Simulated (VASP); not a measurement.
# Li (P6_3/mmc) in VASP: further runs

The runs below take Li through single point, with PBE.

All numbers are computed with VASP 6.6.1; they aren't measurements. Logs are shortened: lines on timing, memory, paths and dates and some standing lists are left out, and cuts for length are marked.

### Step 1. The cell of the first run

The structure is hexagonal, space group P6_3/mmc (No. 194). The conventional cell has a = 3.048 Å, b = 3.048 Å, c = 4.990 Å, α = 90.00°, β = 90.00°, γ = 120.00°. Li (site symmetry -6m2) has 12 Li at 3.05 Å within 4.0 Å.

### Step 2. Single point, PBE (volume scaled by 0.9405)

INCAR reads:

```
PREC = Accurate
ENCUT = 520
EDIFF = 1E-6
ISMEAR = -1
SIGMA = 0.08
LREAL = F
LASPH = T
NELM = 100
ALGO = Normal
ISIF = 2
LWAVE = F
LCHARG = F
GGA = PE
NBANDS = 10
```

KPOINTS reads:

```
regular mesh
0
Gamma
  15 15 8
```

POSCAR reads:

```
Li
1.0
    3.0480347320      0.0000000000      0.0000000000
   -1.5240173660      2.6396755095      0.0000000000
    0.0000000000      0.0000000000      4.9899164750
Li
2
Direct
    0.3333333333      0.6666666667      0.2500000000
    0.6666666667      0.3333333333      0.7500000000
```

Potentials or basis: VASP PAW PBE potentials, release 64 (Li_sv).

The run is started by

```bash
cat potpaw_PBE.64/Li_sv/POTCAR > POTCAR
mpirun -np 1 vasp_std > vasp.out
```

OUTCAR:

```text
PREC = Accurate
   ENCUT = 520
   EDIFF = 1E-6
   ISMEAR = -1
   LREAL = F
   LASPH = T
   NELM = 100
   ISIF = 2
   GGA = PE

 ion  position               nearest neighbor table
   1  0.333  0.667  0.250-
   2  0.667  0.333  0.750-

  LATTYP: Found a hexagonal cell.
 ALAT       =     3.0480347320
 C/A-ratio  =     1.6370930497

  Lattice vectors:

 A1 = (   3.0480347320,   0.0000000000,   0.0000000000)
 A2 = (  -1.5240173660,   2.6396755095,   0.0000000000)
 A3 = (   0.0000000000,   0.0000000000,   4.9899164750)

Analysis of symmetry for initial positions (statically):
=====================================================================
 Subroutine PRICEL returns:
 Original cell was already a primitive cell.

 Routine SETGRP: Setting up the symmetry group for a
 hexagonal supercell.

 Subroutine GETGRP returns: Found 24 space group operations
 (whereof 12 operations were pure point group operations)
 out of a pool of 24 trial point group operations.

The static configuration has the point symmetry D_3d.
 The point group associated with its full space group is D_6h.

Analysis of symmetry for dynamics (positions and initial velocities):
=====================================================================
 Subroutine PRICEL returns:
 Original cell was already a primitive cell.

 Routine SETGRP: Setting up the symmetry group for a
 hexagonal supercell.

 Subroutine GETGRP returns: Found 24 space group operations
 (whereof 12 operations were pure point group operations)
 out of a pool of 24 trial point group operations.

The dynamic configuration has the point symmetry D_3d.
 The point group associated with its full space group is D_6h.

 Subroutine INISYM returns: Found 24 space group operations
 (whereof 12 operations are pure point group operations),
 and found     1 'primitive' translations

----------------------------------------------------------------------------------------

                                     Primitive cell

  volume of cell :      40.1480

  direct lattice vectors                    reciprocal lattice vectors
     3.048034732  0.000000000  0.000000000     0.328080251  0.189417221  0.000000000
    -1.524017366  2.639675509  0.000000000     0.000000000  0.378834442  0.000000000
     0.000000000  0.000000000  4.989916475     0.000000000  0.000000000  0.200404156

  length of vectors
     3.048034732  3.048034732  4.989916475     0.378834442  0.378834442  0.200404156

  position of ions in fractional coordinates (direct lattice)
     0.333333333  0.666666667  0.250000000
     0.666666667  0.333333333  0.750000000

  ion indices of the primitive-cell ions
   primitive index   ion index
                 1           1
                 2           2

----------------------------------------------------------------------------------------

 KPOINTS: regular mesh

Automatic generation of k-mesh.
 Grid dimensions read from file:
 generate k-points for:   15   15    8

 Generating k-lattice:

  Cartesian coordinates                     Fractional coordinates (reciprocal lattice)
     0.021872017  0.012627815  0.000000000     0.066666667  0.000000000  0.000000000
     0.000000000  0.025255629  0.000000000     0.000000000  0.066666667  0.000000000
     0.000000000  0.000000000  0.025050520     0.000000000  0.000000000  0.125000000

  Length of vectors
     0.025255629  0.025255629  0.025050520

  Shift w.r.t. Gamma in fractional coordinates (k-lattice)
     0.000000000  0.000000000  0.000000000

 Subroutine IBZKPT returns following result:
 ===========================================

 Found    135 irreducible k-points:

 Following reciprocal coordinates:
            Coordinates               Weight
  0.000000  0.000000  0.000000      1.000000
  0.066667 -0.000000  0.000000      6.000000
  0.133333 -0.000000  0.000000      6.000000
  0.200000 -0.000000  0.000000      6.000000
  0.266667 -0.000000  0.000000      6.000000
  0.333333 -0.000000  0.000000      6.000000
[... 16 lines left out ...]
  0.333333  0.200000  0.000000     12.000000
  0.400000  0.200000  0.000000      6.000000
 [... further k-points ...]
   k-points           NKPTS =    135   k-points in BZ     NKDIM =    135   number of bands    NBANDS=     10
   number of dos      NEDOS =    301   number of ions     NIONS =      2
   total plane-waves  NPLWV =  23040
   dimension x,y,z NGX =    24 NGY =   24 NGZ =   40
   dimension x,y,z NGXF=    48 NGYF=   48 NGZF=   80
   ions per type =               2
   NGX,Y,Z   is equivalent  to a cutoff of  13.09, 13.09, 13.33 a.u.
   NGXF,Y,Z  is equivalent  to a cutoff of  26.18, 26.18, 26.65 a.u.
 SYSTEM =  unknown system
   PREC   = accura    normal or accurate (medium, high low for compatibility)
   ISTART =      0    job   : 0-new  1-cont  2-samecut
   ICHARG =      2    charge: 1-file 2-atom 10-const
   ISPIN  =      1    spin polarized calculation?
   LNONCOLLINEAR =      F non collinear calculations
   LSORBIT =      F    spin-orbit coupling
   LASPH  =      T    aspherical Exc in radial PAW
   ENCUT  =  520.0 eV  38.22 Ry    6.18 a.u.   5.67  5.67  9.28*2*pi/ulx,y,z
   NELM   =    100;   NELMIN=  2; NELMDL= -5     # of ELM steps
   EDIFF  = 0.1E-05   stopping-criterion for ELM
   LREAL  =      F    real-space projection
[... 7 lines left out ...]
   TEBEG  =    0.0;   TEEND  =   0.0 temperature during run
   PSTRESS=    0.0 pullay stress
   NELECT =       6.0000    total number of electrons
   NUPDOWN=      -1.0000    fix difference up-down
   EMIN   =  10.00;   EMAX   =-10.00  energy-range for DOS
   EFERMI =   0.00;   METHOD = LEGACY
   ISMEAR =    -1;   SIGMA  =   0.08  broadening in eV -4-tet -1-fermi 0-gaus
   EFERMI_NEDOS =   21; number of points for ismear=-14 and -15
   IALGO  =     38    algorithm
   IMIX   =      4    mixing-type and parameters
     AMIX     =   0.40;   BMIX     =  1.00
     AMIX_MAG =   1.60;   BMIX_MAG =  1.00
  volume/ion in A,a.u.               =      20.07       135.47
  Fermi-wavevector in a.u.,A,eV,Ry     =   0.868768  1.641734 10.269113  0.754758
  Thomas-Fermi vector in A             =   1.987494
   LORBIT       =      0    0 simple, 1 ext, 2 COOP (PROOUT), +10 PAW based schemes
   GGA     = PE    functional components
   LHFCALC =     F    Hartree Fock is set to
   AEXX    =    0.0000 exact exchange contribution
   IVDW    =     0    specifies the selected vdW correction
   LEPSILON=     F    determine dielectric tensor
   LRPA    =     F    only Hartree local field effects (RPA)
 non-spin polarized calculation
  energy-cutoff  :      520.00
  volume of cell :       40.15
 maximum number of plane-waves:      1105
 NGX is ok and might be reduce to    24
   NGX = 11   NGY = 11   NGZ = 19

 number of electron       6.0000003 magnetization

 Free energy of the ion-electron system (eV)
  ---------------------------------------------------
  ext. energy  EPLUGINS =         0.00000000
  ---------------------------------------------------
  free energy    TOTEN  =        -3.82154275 eV

  energy without entropy =       -3.80047854  energy(sigma->0) =       -3.81101064

 E-fermi :   0.6518     XC(G=0):  -7.0678

 val. band max:        0.6378638691   @ k =   0.4000   0.0667   0.3750
 cond. band min:       0.6611334135   @ k =   0.4000  -0.0000   0.5000
 fundamental gap:      0.0232695444
 Fermi energy:         0.6517695803

 k-point     1 :       0.0000    0.0000    0.0000
  band No.  band energies     occupation
      1     -45.8601      2.00000
      2     -45.8416      2.00000
      3      -2.9210      2.00000
      4       0.6181      1.20726
      5       3.5875      0.00000
      6      13.2197      0.00000
      7      13.2197      0.00000
      8      14.6224      0.00000
      9      14.6224      0.00000
     10      15.1805      0.00000

 k-point     2 :       0.0667   -0.0000    0.0000
  band No.  band energies     occupation
      1     -45.8594      2.00000
      2     -45.8412      2.00000
      3      -2.8499      2.00000
      4       0.7122      0.63915
      5       3.6144      0.00000
      6      12.4272      0.00000
      7      12.6689      0.00000
      8      14.6042      0.00000
      9      14.9689      0.00000
     10      15.1084      0.00000

 k-point     3 :       0.1333   -0.0000    0.0000
  band No.  band energies     occupation
      1     -45.8573      2.00000
      2     -45.8402      2.00000
      3      -2.6366      2.00000
      4       0.9943      0.02725
      5       3.6892      0.00000
      6      10.8223      0.00000
      7      11.7783      0.00000
      8      14.5168      0.00000
      9      14.7164      0.00000
     10      15.0975      0.00000

 k-point     4 :       0.2000   -0.0000    0.0000
  band No.  band energies     occupation
      1     -45.8542      2.00000
      2     -45.8388      2.00000
      3      -2.2809      2.00000
      4       1.4637      0.00008
      5       3.7851      0.00000
      6       9.1360      0.00000
      7      10.9476      0.00000
      8      13.5537      0.00000
      9      13.6545      0.00000
     10      14.6154      0.00000
[... 222 lines left out ...]
 k-point    22 :       0.2667    0.2000    0.0000
  band No.  band energies     occupation
      1     -45.8427      2.00000
      2     -45.8354      2.00000
      3      -0.2813      1.99998
      4       3.7363      0.00000
      5       4.0619      0.00000
      6       5.1923      0.00000
      7       7.4308      0.00000
      8       9.5217      0.00000
      9      11.4929      0.00000
     10      11.6588      0.00000

 k-point    23 :       0.3333    0.2000    0.0000
  band No.  band energies     occupation
      1     -45.8403      2.00000
      2     -45.8354      2.00000
      3       0.5430      1.59148
      4       2.8739      0.00000
      5       4.9781      0.00000
      6       5.1302      0.00000
      7       7.0772      0.00000
      8       8.0534      0.00000
      9      11.0033      0.00000
     10      11.2425      0.00000

 k-point    24 :       0.4000    0.2000    0.0000
  band No.  band energies     occupation
      1     -45.8392      2.00000
      2     -45.8356      2.00000
      3       1.1644      0.00329
      4       2.1715      0.00000
      5       4.9893      0.00000
      6       5.9872      0.00000
      7       6.9467      0.00000
      8       7.0470      0.00000
      9      10.8301      0.00000
     10      11.1185      0.00000

 [... further k-points ...]
[... 5 lines left out ...]
  --------------------------------------------------------------------------------------
  -------------------------------------------------------------------------------------
  Total        0.0108680      0.0108680      0.0138449      0.0000000      0.0000000      0.0000000
  in kB        0.4337070      0.4337070      0.5525064      0.0000000      0.0000000      0.0000000
  external PRESSURE =       0.4733068 kB  Pullay stress =       0.0000000 kB

 VOLUME and BASIS-vectors are now :
 -----------------------------------------------------------------------------
  energy-cutoff  :      520.00
  volume of cell :       40.15
      direct lattice vectors                 reciprocal lattice vectors
     3.048034732  0.000000000  0.000000000     0.328080251  0.189417221  0.000000000
    -1.524017366  2.639675509  0.000000000     0.000000000  0.378834442  0.000000000
     0.000000000  0.000000000  4.989916475     0.000000000  0.000000000  0.200404156

 POSITION                                       TOTAL-FORCE (eV/Angst)
 -----------------------------------------------------------------------------------
     -0.00000      1.75978      1.24748         0.000000      0.000000     -0.000000
      1.52402      0.87989      3.74244         0.000000     -0.000000      0.000000
 -----------------------------------------------------------------------------------
    total drift:                               -0.000000      0.000000      0.000000

  FREE ENERGIE OF THE ION-ELECTRON SYSTEM (eV)
  ---------------------------------------------------
  free  energy   TOTEN  =        -3.8215427463 eV

  energy  without entropy=       -3.8004785371  energy(sigma->0) =       -3.81101064
```

Wall time 24 s (1 thread of Intel Xeon Platinum 8488C (Sapphire Rapids), shared host); peak memory 0.17 GiB.

Results:

- Free energy: -3.8215 eV
- Band gap on the k mesh: zero (band 3 reaches 2.83 eV, above the bottom of band 4 at -1.81 eV)

Caveat: the cutoff is under 1.25 times the usual one of these potentials, so pressure, stress and relaxed cells hold a basis-set (Pulay) error.

### Step 3. Single point, PBE (volume scaled by 0.96)

Changes to INCAR since step 2:

```diff
@@ -7,3 +7,3 @@
 LASPH = T
-NELM = 100
+NELM = 80
 ALGO = Normal
```

KPOINTS reads:

```
Automatic mesh
0
Gamma
  15 15 8
```

POSCAR reads:

```
Li
1.0
    3.0689564278      0.0000000000      0.0000000000
   -1.5344782139      2.6577942296      0.0000000000
    0.0000000000      0.0000000000      5.0241672378
Li
2
Direct
    0.3333333333      0.6666666667      0.2500000000
    0.6666666667      0.3333333333      0.7500000000
```

Potentials or basis: VASP PAW PBE potentials, release 64 (Li_sv).

The run is started by

```bash
cat potpaw_PBE.64/Li_sv/POTCAR > POTCAR
mpirun -np 1 vasp_std > vasp.out
```

OUTCAR:

```text
PREC = Accurate
   ENCUT = 520
   EDIFF = 1E-6
   ISMEAR = -1
   LREAL = F
   LASPH = T
   NELM = 80
   ISIF = 2
   GGA = PE

 ion  position               nearest neighbor table
   1  0.333  0.667  0.250-
   2  0.667  0.333  0.750-

  LATTYP: Found a hexagonal cell.
 ALAT       =     3.0689564278
 C/A-ratio  =     1.6370930497

  Lattice vectors:

 A1 = (   3.0689564278,   0.0000000000,   0.0000000000)
 A2 = (  -1.5344782139,   2.6577942296,   0.0000000000)
 A3 = (   0.0000000000,   0.0000000000,   5.0241672378)

Analysis of symmetry for initial positions (statically):
=====================================================================
 Subroutine PRICEL returns:
 Original cell was already a primitive cell.

 Routine SETGRP: Setting up the symmetry group for a
 hexagonal supercell.

 Subroutine GETGRP returns: Found 24 space group operations
 (whereof 12 operations were pure point group operations)
 out of a pool of 24 trial point group operations.

The static configuration has the point symmetry D_3d.
 The point group associated with its full space group is D_6h.

Analysis of symmetry for dynamics (positions and initial velocities):
=====================================================================
 Subroutine PRICEL returns:
 Original cell was already a primitive cell.

 Routine SETGRP: Setting up the symmetry group for a
 hexagonal supercell.

 Subroutine GETGRP returns: Found 24 space group operations
 (whereof 12 operations were pure point group operations)
 out of a pool of 24 trial point group operations.

The dynamic configuration has the point symmetry D_3d.
[... 112 lines left out ...]
   NUPDOWN=      -1.0000    fix difference up-down
   EMIN   =  10.00;   EMAX   =-10.00  energy-range for DOS
   EFERMI =   0.00;   METHOD = LEGACY
   ISMEAR =    -1;   SIGMA  =   0.08  broadening in eV -4-tet -1-fermi 0-gaus
   EFERMI_NEDOS =   21; number of points for ismear=-14 and -15
   IALGO  =     38    algorithm
   IMIX   =      4    mixing-type and parameters
     AMIX     =   0.40;   BMIX     =  1.00
     AMIX_MAG =   1.60;   BMIX_MAG =  1.00
  volume/ion in A,a.u.               =      20.49       138.27
  Fermi-wavevector in a.u.,A,eV,Ry     =   0.862846  1.630542 10.129577  0.744503
  Thomas-Fermi vector in A             =   1.980708
   LORBIT       =      0    0 simple, 1 ext, 2 COOP (PROOUT), +10 PAW based schemes
   GGA     = PE    functional components
   LHFCALC =     F    Hartree Fock is set to
   AEXX    =    0.0000 exact exchange contribution
   IVDW    =     0    specifies the selected vdW correction
   LEPSILON=     F    determine dielectric tensor
   LRPA    =     F    only Hartree local field effects (RPA)
 non-spin polarized calculation
  energy-cutoff  :      520.00
  volume of cell :       40.98
 maximum number of plane-waves:      1118
 NGX is ok and might be reduce to    24
   NGX = 11   NGY = 11   NGZ = 19

 number of electron       5.9999996 magnetization

 Free energy of the ion-electron system (eV)
  ---------------------------------------------------
  ext. energy  EPLUGINS =         0.00000000
  ---------------------------------------------------
  free energy    TOTEN  =        -3.82164919 eV

  energy without entropy =       -3.80043284  energy(sigma->0) =       -3.81104102

 E-fermi :   0.5946     XC(G=0):  -7.0179

 val. band max:        0.5837714613   @ k =   0.4667   0.0667   0.0000
 cond. band min:       0.6032563305   @ k =   0.4000  -0.0000   0.5000
 fundamental gap:      0.0194848692
 Fermi energy:         0.5946221408

 k-point     1 :       0.0000    0.0000    0.0000
  band No.  band energies     occupation
      1     -45.9522      2.00000
      2     -45.9352      2.00000
      3      -2.9516      2.00000
      4       0.5698      1.15403
      5       3.4635      0.00000
      6      12.9832      0.00000
      7      12.9833      0.00000
      8      14.3685      0.00000
      9      14.3686      0.00000
     10      14.9129      0.00000
[... 287 lines left out ...]
 k-point    24 :       0.4000    0.2000    0.0000
  band No.  band energies     occupation
      1     -45.9331      2.00000
      2     -45.9296      2.00000
      3       1.1057      0.00335
      4       2.0859      0.00000
      5       4.8784      0.00000
      6       5.8617      0.00000
      7       6.7979      0.00000
      8       6.9118      0.00000
      9      10.5806      0.00000
     10      10.9296      0.00000

 [... further k-points ...]
[... 5 lines left out ...]
  --------------------------------------------------------------------------------------
  -------------------------------------------------------------------------------------
  Total       -0.0593525     -0.0593525     -0.0587431      0.0000000     -0.0000000      0.0000000
  in kB       -2.3204565     -2.3204565     -2.2966328      0.0000000     -0.0000000      0.0000000
  external PRESSURE =      -2.3125152 kB  Pullay stress =       0.0000000 kB

 VOLUME and BASIS-vectors are now :
 -----------------------------------------------------------------------------
  energy-cutoff  :      520.00
  volume of cell :       40.98
      direct lattice vectors                 reciprocal lattice vectors
     3.068956428  0.000000000  0.000000000     0.325843662  0.188125926  0.000000000
    -1.534478214  2.657794230  0.000000000     0.000000000  0.376251852  0.000000000
     0.000000000  0.000000000  5.024167238     0.000000000  0.000000000  0.199037960

 POSITION                                       TOTAL-FORCE (eV/Angst)
 -----------------------------------------------------------------------------------
     -0.00000      1.77186      1.25604        -0.000000      0.000000      0.000000
      1.53448      0.88593      3.76813         0.000000      0.000000      0.000000
 -----------------------------------------------------------------------------------
    total drift:                               -0.000000      0.000000      0.000000

  FREE ENERGIE OF THE ION-ELECTRON SYSTEM (eV)
  ---------------------------------------------------
  free  energy   TOTEN  =        -3.8216491950 eV

  energy  without entropy=       -3.8004328374  energy(sigma->0) =       -3.81104102
```

Run time: 20 s. Hardware: 1 thread of Intel Xeon Platinum 8488C (Sapphire Rapids), shared host; peak memory 0.17 GiB.

What came out:

| Property | Result |
| --- | --- |
| Free energy | -3.8216 eV |
| Band gap on the k mesh | zero (band 3 reaches 2.75 eV, above the bottom of band 4 at -1.85 eV) |

Caveat: the cutoff is under 1.25 times the usual one of these potentials, so pressure, stress and relaxed cells hold a basis-set (Pulay) error.
